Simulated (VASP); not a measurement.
# GePd3 (Pmmn) in VASP: notebook

GePd3 is run at these levels: r2SCAN; tasks: single point.

All numbers are computed with VASP 6.6.1; they aren't measurements. Logs are shortened: lines on timing, memory, paths and dates and some standing lists are left out, and cuts for length are marked.

## Step 1: The cell of the first run

It takes space group Pmmn (No. 59, orthorhombic). The conventional cell has a = 4.354 Å, b = 5.380 Å, c = 4.741 Å, α = 90.00°, β = 90.00°, γ = 90.00°. Pd (site symmetry mm2) has 8 Pd at 2.67 to 2.74 Å and 4 Ge at 2.69 to 2.71 Å within 3.5 Å. Within 3.5 Å of Pd (site symmetry m) lie 8 Pd at 2.67 to 2.74 Å and 4 Ge at 2.67 to 2.74 Å. Ge (site symmetry mm2) has 12 Pd at 2.67 to 2.74 Å within 3.5 Å.

## Step 2: Single point, r2SCAN

POSCAR reads:

```
GePd3
1.0
    5.3798701500      0.0000000000      0.0000000000
    0.0000000000      4.3541715100      0.0000000000
    0.0000000000      0.0000000000      4.7413318600
Pd Ge
6 2
Direct
    0.0000000000      0.5000000000      0.6700000000
    0.5000000000      0.0000000000      0.3300000000
    0.2500000000      0.0000000000      0.8330000000
    0.7500000000      0.0000000000      0.8330000000
    0.7500000000      0.5000000000      0.1670000000
    0.2500000000      0.5000000000      0.1670000000
    0.0000000000      0.0000000000      0.3300000000
    0.5000000000      0.5000000000      0.6700000000
```

INCAR.step1 reads:

```
PREC = Accurate
ENCUT = 520
ISMEAR = -1
SIGMA = 0.0132
LREAL = F
LASPH = T
NELM = 100
NBANDS = 54
GGA = PE
ALGO = Normal
EDIFF = 1E-4
LWAVE = T
LCHARG = F
```

INCAR.step2 reads:

```
PREC = Accurate
ENCUT = 520
EDIFF = 1E-6
ISMEAR = -1
SIGMA = 0.0132
LREAL = F
LASPH = T
NELM = 100
ALGO = Normal
ISIF = 2
LWAVE = F
LCHARG = F
METAGGA = R2SCAN
LMIXTAU = T
NBANDS = 54
ISTART = 1
```

KPOINTS reads:

```
regular mesh
0
Gamma
  4 4 4
```

Potentials or basis: VASP PAW PBE potentials, release 64 (Pd, Ge_d).

Started as:

```bash
$ cat potpaw_PBE.64/Pd/POTCAR potpaw_PBE.64/Ge_d/POTCAR > POTCAR
$ cp INCAR.step1 INCAR
$ mpirun -np 1 vasp_std > vasp.out
$ cp INCAR.step2 INCAR
$ mpirun -np 1 vasp_std > vasp.out
```

OUTCAR:

```text
PREC = Accurate
   ENCUT = 520
   EDIFF = 1E-6
   ISMEAR = -1
   LREAL = F
   LASPH = T
   NELM = 100
   ISIF = 2
   METAGGA = R2SCAN
   ISTART = 1

 ion  position               nearest neighbor table
   1  0.000  0.500  0.670-   3 2.67   4 2.67   3 2.67   4 2.67   8 2.69   8 2.69   7 2.71   7 2.71
                             5 2.71   6 2.71   5 2.74   6 2.74
   2  0.500  0.000  0.330-   5 2.67   6 2.67   5 2.67   6 2.67   7 2.69   7 2.69   8 2.71   8 2.71
                             3 2.71   4 2.71   3 2.74   4 2.74
   3  0.250  0.000  0.833-   1 2.67   8 2.67   1 2.67   8 2.67   4 2.69   4 2.69   6 2.69   6 2.69
                             7 2.71   2 2.71   2 2.74   7 2.74
   4  0.750  0.000  0.833-   1 2.67   8 2.67   1 2.67   8 2.67   3 2.69   3 2.69   5 2.69   5 2.69
                             7 2.71   2 2.71   2 2.74   7 2.74
   5  0.750  0.500  0.167-   2 2.67   7 2.67   2 2.67   7 2.67   6 2.69   6 2.69   4 2.69   4 2.69
                             1 2.71   8 2.71   1 2.74   8 2.74
   6  0.250  0.500  0.167-   2 2.67   7 2.67   2 2.67   7 2.67   5 2.69   5 2.69   3 2.69   3 2.69
                             1 2.71   8 2.71   1 2.74   8 2.74
   7  0.000  0.000  0.330-   5 2.67   6 2.67   5 2.67   6 2.67   2 2.69   2 2.69   1 2.71   1 2.71
                             3 2.71   4 2.71   3 2.74   4 2.74
   8  0.500  0.500  0.670-   3 2.67   4 2.67   3 2.67   4 2.67   1 2.69   1 2.69   2 2.71   2 2.71
                             5 2.71   6 2.71   5 2.74   6 2.74

  LATTYP: Found a simple orthorhombic cell.
 ALAT       =     4.3541715100
 B/A-ratio  =     1.0889171107
 C/A-ratio  =     1.2355668897

  Lattice vectors:

 A1 = (   0.0000000000,   4.3541715100,   0.0000000000)
 A2 = (   0.0000000000,   0.0000000000,   4.7413318600)
 A3 = (   5.3798701500,   0.0000000000,   0.0000000000)

Analysis of symmetry for initial positions (statically):
=====================================================================
 Subroutine PRICEL returns:
 Original cell was already a primitive cell.

 Routine SETGRP: Setting up the symmetry group for a
 simple orthorhombic supercell.

 Subroutine GETGRP returns: Found  8 space group operations
 (whereof  4 operations were pure point group operations)
 out of a pool of  8 trial point group operations.

The static configuration has the point symmetry C_2v.
 The point group associated with its full space group is D_2h.

Analysis of symmetry for dynamics (positions and initial velocities):
=====================================================================
 Subroutine PRICEL returns:
 Original cell was already a primitive cell.

 Routine SETGRP: Setting up the symmetry group for a
 simple orthorhombic supercell.

 Subroutine GETGRP returns: Found  8 space group operations
 (whereof  4 operations were pure point group operations)
 out of a pool of  8 trial point group operations.

The dynamic configuration has the point symmetry C_2v.
 The point group associated with its full space group is D_2h.

 Subroutine INISYM returns: Found  8 space group operations
 (whereof  4 operations are pure point group operations),
 and found     1 'primitive' translations

----------------------------------------------------------------------------------------

                                     Primitive cell

  volume of cell :     111.0651

  direct lattice vectors                    reciprocal lattice vectors
     5.379870150  0.000000000  0.000000000     0.185878092  0.000000000  0.000000000
     0.000000000  4.354171510  0.000000000     0.000000000  0.229664816  0.000000000
     0.000000000  0.000000000  4.741331860     0.000000000  0.000000000  0.210911202

  length of vectors
     5.379870150  4.354171510  4.741331860     0.185878092  0.229664816  0.210911202

  position of ions in fractional coordinates (direct lattice)
     0.000000000  0.500000000  0.670000000
     0.500000000  0.000000000  0.330000000
     0.250000000  0.000000000  0.833000000
     0.750000000  0.000000000  0.833000000
     0.750000000  0.500000000  0.167000000
     0.250000000  0.500000000  0.167000000
     0.000000000  0.000000000  0.330000000
     0.500000000  0.500000000  0.670000000

  ion indices of the primitive-cell ions
   primitive index   ion index
                 1           1
                 2           2
                 3           3
                 4           4
                 5           5
                 6           6
                 7           7
                 8           8

----------------------------------------------------------------------------------------

 KPOINTS: regular mesh

Automatic generation of k-mesh.
 Grid dimensions read from file:
 generate k-points for:    4    4    4

 Generating k-lattice:

  Cartesian coordinates                     Fractional coordinates (reciprocal lattice)
     0.046469523  0.000000000  0.000000000     0.250000000  0.000000000  0.000000000
     0.000000000  0.057416204  0.000000000     0.000000000  0.250000000  0.000000000
     0.000000000  0.000000000  0.052727800     0.000000000  0.000000000  0.250000000

  Length of vectors
     0.046469523  0.057416204  0.052727800

  Shift w.r.t. Gamma in fractional coordinates (k-lattice)
     0.000000000  0.000000000  0.000000000

 Subroutine IBZKPT returns following result:
 ===========================================

 Found     27 irreducible k-points:

 Following reciprocal coordinates:
            Coordinates               Weight
  0.000000  0.000000  0.000000      1.000000
  0.250000  0.000000  0.000000      2.000000
  0.500000  0.000000  0.000000      1.000000
  0.000000  0.250000  0.000000      2.000000
  0.250000  0.250000  0.000000      4.000000
  0.500000  0.250000  0.000000      2.000000
[... 16 lines left out ...]
  0.250000  0.250000  0.500000      4.000000
  0.500000  0.250000  0.500000      2.000000
 [... further k-points ...]
   k-points           NKPTS =     27   k-points in BZ     NKDIM =     27   number of bands    NBANDS=     54
   number of dos      NEDOS =    301   number of ions     NIONS =      8
   total plane-waves  NPLWV =  46080
   dimension x,y,z NGX =    40 NGY =   32 NGZ =   36
   dimension x,y,z NGXF=    80 NGYF=   64 NGZF=   72
   ions per type =               6   2
   NGX,Y,Z   is equivalent  to a cutoff of  12.36, 12.22, 12.62 a.u.
   NGXF,Y,Z  is equivalent  to a cutoff of  24.72, 24.44, 25.25 a.u.
 SYSTEM =  unknown system
   PREC   = accura    normal or accurate (medium, high low for compatibility)
   ISTART =      1    job   : 0-new  1-cont  2-samecut
   ICHARG =      0    charge: 1-file 2-atom 10-const
   ISPIN  =      1    spin polarized calculation?
   LNONCOLLINEAR =      F non collinear calculations
   LSORBIT =      F    spin-orbit coupling
   LASPH  =      T    aspherical Exc in radial PAW
   ENCUT  =  520.0 eV  38.22 Ry    6.18 a.u.  10.00  8.10  8.82*2*pi/ulx,y,z
   NELM   =    100;   NELMIN=  2; NELMDL=  0     # of ELM steps
   EDIFF  = 0.1E-05   stopping-criterion for ELM
   LREAL  =      F    real-space projection
   EDIFFG = 0.1E-04   stopping-criterion for IOM
   NSW    =      0    number of steps for IOM
   IBRION =     -1    ionic relax: 0-MD 1-quasi-New 2-CG
   NFREE  =      0    steps in history (QN), initial steepest desc. (CG)
   ISIF   =      2    stress and relaxation
   ISYM   =      2    0-nonsym 1-usesym 2-fastsym
   POTIM  = 0.5000    time-step for ionic-motion
   TEBEG  =    0.0;   TEEND  =   0.0 temperature during run
   PSTRESS=    0.0 pullay stress
   NELECT =      88.0000    total number of electrons
   NUPDOWN=      -1.0000    fix difference up-down
   EMIN   =  10.00;   EMAX   =-10.00  energy-range for DOS
   EFERMI =   0.00;   METHOD = LEGACY
   ISMEAR =    -1;   SIGMA  =   0.01  broadening in eV -4-tet -1-fermi 0-gaus
   EFERMI_NEDOS =   21; number of points for ismear=-14 and -15
   IALGO  =     38    algorithm
   IMIX   =      4    mixing-type and parameters
     AMIX     =   0.40;   BMIX     =  1.00
     AMIX_MAG =   1.60;   BMIX_MAG =  1.00
  volume/ion in A,a.u.               =      13.88        93.69
  Fermi-wavevector in a.u.,A,eV,Ry     =   1.514874  2.862697 31.223235  2.294843
  Thomas-Fermi vector in A             =   2.624473
   LORBIT       =      0    0 simple, 1 ext, 2 COOP (PROOUT), +10 PAW based schemes
   METAGGA = R2SCAN    functional components
   LHFCALC =     F    Hartree Fock is set to
   AEXX    =    0.0000 exact exchange contribution
   IVDW    =     0    specifies the selected vdW correction
   LEPSILON=     F    determine dielectric tensor
   LRPA    =     F    only Hartree local field effects (RPA)
 non-spin polarized calculation
  energy-cutoff  :      520.00
  volume of cell :      111.07
 maximum number of plane-waves:      3024
   NGX = 21   NGY = 17   NGZ = 17

 number of electron      87.9999953 magnetization

 Free energy of the ion-electron system (eV)
  ---------------------------------------------------
  ext. energy  EPLUGINS =         0.00000000
  ---------------------------------------------------
  free energy    TOTEN  =      -167.54707861 eV

  energy without entropy =     -167.54510498  energy(sigma->0) =     -167.54609179

 E-fermi :  10.8874     XC(G=0): -14.5603

 val. band max:       10.8811055481   @ k =   0.0000   0.2500   0.5000
 cond. band min:      10.9380195366   @ k =   0.0000   0.2500   0.5000
 fundamental gap:      0.0569139885
 Fermi energy:        10.8874358937

 k-point     1 :       0.0000    0.0000    0.0000
  band No.  band energies     occupation
      1     -14.8829      2.00000
      2     -14.8821      2.00000
      3     -14.8772      2.00000
      4     -14.8754      2.00000
      5     -14.8703      2.00000
      6     -14.8677      2.00000
[... 46 lines left out ...]
     53      17.9288      0.00000
     54      18.8279      0.00000

 k-point     2 :       0.2500    0.0000    0.0000
  band No.  band energies     occupation
      1     -14.8810      2.00000
      2     -14.8804      2.00000
      3     -14.8760      2.00000
      4     -14.8744      2.00000
      5     -14.8709      2.00000
      6     -14.8696      2.00000
[... 46 lines left out ...]
     53      18.2159      0.00000
     54      18.3862      0.00000

 k-point     3 :       0.5000    0.0000    0.0000
  band No.  band energies     occupation
      1     -14.8789      2.00000
      2     -14.8789      2.00000
      3     -14.8730      2.00000
      4     -14.8730      2.00000
      5     -14.8723      2.00000
      6     -14.8723      2.00000
[... 46 lines left out ...]
     53      19.1369      0.00000
     54      19.1370      0.00000
[... 1084 lines left out ...]
 k-point    23 :       0.2500    0.2500    0.5000
  band No.  band energies     occupation
      1     -14.8808      2.00000
      2     -14.8800      2.00000
      3     -14.8780      2.00000
      4     -14.8765      2.00000
      5     -14.8714      2.00000
      6     -14.8697      2.00000
[... 46 lines left out ...]
     53      18.9341      0.00000
     54      19.1904      0.00000

 k-point    24 :       0.5000    0.2500    0.5000
  band No.  band energies     occupation
      1     -14.8786      2.00000
      2     -14.8786      2.00000
      3     -14.8749      2.00000
      4     -14.8749      2.00000
      5     -14.8727      2.00000
      6     -14.8727      2.00000
[... 46 lines left out ...]
     53      19.0669      0.00000
     54      19.0669      0.00000

 [... further k-points ...]
[... 5 lines left out ...]
  --------------------------------------------------------------------------------------
  -------------------------------------------------------------------------------------
  Total       10.9214979     10.0267417      7.4786461      0.0000000      0.0000000      0.0000000
  in kB      157.5488033    144.6414371    107.8837126      0.0000000      0.0000000      0.0000000
  external PRESSURE =     136.6913177 kB  Pullay stress =       0.0000000 kB

 VOLUME and BASIS-vectors are now :
 -----------------------------------------------------------------------------
  energy-cutoff  :      520.00
  volume of cell :      111.07
      direct lattice vectors                 reciprocal lattice vectors
     5.379870150  0.000000000  0.000000000     0.185878092  0.000000000  0.000000000
     0.000000000  4.354171510  0.000000000     0.000000000  0.229664816  0.000000000
     0.000000000  0.000000000  4.741331860     0.000000000  0.000000000  0.210911202

 POSITION                                       TOTAL-FORCE (eV/Angst)
 -----------------------------------------------------------------------------------
      0.00000      2.17709      3.17669         0.000000      0.000000     -0.640642
      2.68994      0.00000      1.56464         0.000000      0.000000      0.640642
      1.34497      0.00000      3.94953         0.083665     -0.000000     -0.506833
      4.03490      0.00000      3.94953        -0.083665      0.000000     -0.506833
      4.03490      2.17709      0.79180         0.083665      0.000000      0.506833
      1.34497      2.17709      0.79180        -0.083665      0.000000      0.506833
      0.00000      0.00000      1.56464         0.000000      0.000000     -0.278603
      2.68994      2.17709      3.17669         0.000000      0.000000      0.278603
 -----------------------------------------------------------------------------------
    total drift:                                0.000000      0.000000      0.000000

  FREE ENERGIE OF THE ION-ELECTRON SYSTEM (eV)
  ---------------------------------------------------
  free  energy   TOTEN  =      -167.5470786093 eV

  energy  without entropy=     -167.5451049793  energy(sigma->0) =     -167.54609179
```

It took 6 min on 1 thread of Intel Xeon Platinum 8488C (Sapphire Rapids), shared host; peak memory 0.29 GiB.

What came out:

```
Free energy            : -167.5471 eV
Pressure               : 13.7 GPa
Largest force          : 0.641 eV/Å
Band gap on the k mesh : zero (band 44 reaches 11.48 eV, above the bottom of band 45 at 10.41 eV)
```

Forces in eV/Å, atoms in the order of the input:
```
Pd   0.000  0.000 -0.641
Pd   0.000  0.000  0.641
Pd   0.084  0.000 -0.507
Pd  -0.084  0.000 -0.507
Pd   0.084  0.000  0.507
Pd  -0.084  0.000  0.507
Ge   0.000  0.000 -0.279
Ge   0.000  0.000  0.279
```

Levels at points of the mesh, in eV from the Fermi level:
```
           k point  band 41  band 42  band 43  band 44  band 45  band 46  band 47  band 48
(0.00, 0.00, 0.00)    -1.12    -0.54    -0.44    -0.18     0.79     1.58     2.20     2.46
(0.50, 0.00, 0.00)    -0.96    -0.96     0.59     0.59     2.00     2.00     2.15     2.15
(0.00, 0.50, 0.00)    -0.54    -0.54    -0.31    -0.31     0.36     0.36     1.22     1.22
(0.50, 0.50, 0.00)    -0.79    -0.79    -0.70    -0.70     2.27     2.27     2.61     2.61
(0.00, 0.00, 0.50)    -0.52    -0.27     0.12     0.16     0.69     1.64     2.34     2.65
(0.50, 0.00, 0.50)    -1.01    -1.01    -0.74    -0.74     2.31     2.31     3.60     3.60
(0.00, 0.50, 0.50)    -1.03    -1.03    -0.62    -0.62    -0.07    -0.07    -0.01    -0.01
(0.50, 0.50, 0.50)    -0.82    -0.82    -0.62    -0.62    -0.48    -0.48    -0.31    -0.31
```

Caveat: the k points lie up to 0.36 Å⁻¹ apart; the PAW data sets were made with another functional, which shifts forces and pressure a little.

## Step 3: Single point, r2SCAN

POSCAR is that of step 2.

INCAR.step1 reads:

```
SYSTEM = GePd3
  PREC = Accurate
  ENCUT = 520
  ISMEAR = -1
  SIGMA = 0.0132
  LREAL = .False.
  LASPH = .True.
  NELM = 100
  NBANDS = 54
  GGA = PE
  ALGO = Normal
  EDIFF = 1E-4
  LWAVE = .True.
  LCHARG = .False.
```

INCAR.step2 reads:

```
SYSTEM = GePd3
  PREC = Accurate
  ENCUT = 520
  EDIFF = 1E-6
  ISMEAR = -1
  SIGMA = 0.0132
  LREAL = .False.
  LASPH = .True.
  NELM = 100
  ALGO = Normal
  ISIF = 2
  LWAVE = .False.
  LCHARG = .False.
  METAGGA = R2SCAN
  LMIXTAU = .True.
  NBANDS = 54
  ISTART = 1
```

KPOINTS reads:

```
Automatic mesh
0
Gamma
  4 4 4
  0 0 0
```

Potentials or basis: VASP PAW PBE potentials, release 64 (Pd, Ge_d).

Started as:

```bash
$ cat potpaw_PBE.64/Pd/POTCAR potpaw_PBE.64/Ge_d/POTCAR > POTCAR
$ cp INCAR.step1 INCAR
$ mpirun -np 1 vasp_std > vasp.out
$ cp INCAR.step2 INCAR
$ mpirun -np 1 vasp_std > vasp.out
```

Wall time 6.4 min (1 thread of Intel Xeon Platinum 8488C (Sapphire Rapids), shared host); peak memory 0.29 GiB.

The run converged. Its results:

```
Free energy            : -167.5471 eV
Pressure               : 13.7 GPa
Largest force          : 0.641 eV/Å
Band gap on the k mesh : zero (band 44 reaches 11.48 eV, above the bottom of band 45 at 10.41 eV)
```

Forces on the atoms (eV/Å):
```
Pd   0.000  0.000 -0.641
Pd   0.000  0.000  0.641
Pd   0.084  0.000 -0.507
Pd  -0.084  0.000 -0.507
Pd   0.084  0.000  0.507
Pd  -0.084  0.000  0.507
Ge   0.000  0.000 -0.279
Ge   0.000  0.000  0.279
```

Stress tensor (GPa, compression positive):
```
15.75  0.00  0.00
 0.00 14.46  0.00
 0.00  0.00 10.79
```

Levels at points of the mesh, in eV from the Fermi level:
| k point | band 41 | band 42 | band 43 | band 44 | band 45 | band 46 | band 47 | band 48 |
| --- | --- | --- | --- | --- | --- | --- | --- | --- |
| (0.00, 0.00, 0.00) | -1.12 | -0.54 | -0.44 | -0.18 | 0.79 | 1.58 | 2.20 | 2.46 |
| (0.50, 0.00, 0.00) | -0.96 | -0.96 | 0.59 | 0.59 | 2.00 | 2.00 | 2.15 | 2.15 |
| (0.00, 0.50, 0.00) | -0.54 | -0.54 | -0.31 | -0.31 | 0.36 | 0.36 | 1.22 | 1.22 |
| (0.50, 0.50, 0.00) | -0.79 | -0.79 | -0.70 | -0.70 | 2.27 | 2.27 | 2.61 | 2.61 |
| (0.00, 0.00, 0.50) | -0.52 | -0.27 | 0.12 | 0.16 | 0.69 | 1.64 | 2.34 | 2.65 |
| (0.50, 0.00, 0.50) | -1.01 | -1.01 | -0.74 | -0.74 | 2.31 | 2.31 | 3.60 | 3.60 |
| (0.00, 0.50, 0.50) | -1.03 | -1.03 | -0.62 | -0.62 | -0.07 | -0.07 | -0.01 | -0.01 |
| (0.50, 0.50, 0.50) | -0.82 | -0.82 | -0.62 | -0.62 | -0.48 | -0.48 | -0.31 | -0.31 |

Caveat: the k points lie up to 0.36 Å⁻¹ apart; the PAW data sets were made with another functional, which shifts forces and pressure a little.

## Step 4: Single point, r2SCAN

POSCAR is that of step 3.

INCAR.step1 reads:

```
SYSTEM = GePd3
  ALGO = Normal
  EDIFF = 1E-4
  ENCUT = 520
  GGA = PE
  ISMEAR = 1
  LASPH = .TRUE.
  LCHARG = .FALSE.
  LREAL = .FALSE.
  LWAVE = .TRUE.
  NBANDS = 54
  NELM = 100
  PREC = Accurate
  SIGMA = 0.001
```

INCAR.step2 reads:

```
SYSTEM = GePd3
  ALGO = Normal
  EDIFF = 1E-6
  ENCUT = 520
  ISIF = 2
  ISMEAR = 1
  ISTART = 1
  LASPH = .TRUE.
  LCHARG = .FALSE.
  LMIXTAU = .TRUE.
  LREAL = .FALSE.
  LWAVE = .FALSE.
  METAGGA = R2SCAN
  NBANDS = 54
  NELM = 100
  PREC = Accurate
  SIGMA = 0.001
```

KPOINTS reads:

```
k-points
0
G
  5 5 5
  0 0 0
```

Started as:

```bash
$ cat potpaw_PBE.64/Pd/POTCAR potpaw_PBE.64/Ge_d/POTCAR > POTCAR
$ cp INCAR.step1 INCAR
$ mpirun -np 1 vasp_std > vasp.out
$ cp INCAR.step2 INCAR
$ mpirun -np 1 vasp_std > vasp.out
```

Run time: 4.2 min. Hardware: 1 thread of Intel Xeon Platinum 8559C (Emerald Rapids), shared host; peak memory 0.28 GiB.

It converged, with:

- Free energy: -167.4945 eV
- Pressure: 13.8 GPa
- Largest force: 0.610 eV/Å
- Band gap on the k mesh: zero (band 44 reaches 11.58 eV, above the bottom of band 45 at 10.60 eV)

Forces in eV/Å, atoms in the order of the input:
```
Pd   0.000  0.000 -0.610
Pd   0.000  0.000  0.610
Pd   0.074  0.000 -0.518
Pd  -0.074  0.000 -0.518
Pd   0.074  0.000  0.518
Pd  -0.074  0.000  0.518
Ge   0.000  0.000 -0.324
Ge   0.000  0.000  0.324
```

Stress tensor (GPa, compression positive):
```
16.15  0.00  0.00
 0.00 14.63  0.00
 0.00  0.00 10.73
```

Levels at points of the mesh, in eV from the Fermi level:
```csv
k point,band 42,band 43,band 44,band 45,band 46,band 47
"(0.00, 0.00, 0.00)",-0.56,-0.46,-0.20,0.78,1.57,2.19
```

Caveat: the PAW data sets were made with another functional, which shifts forces and pressure a little.
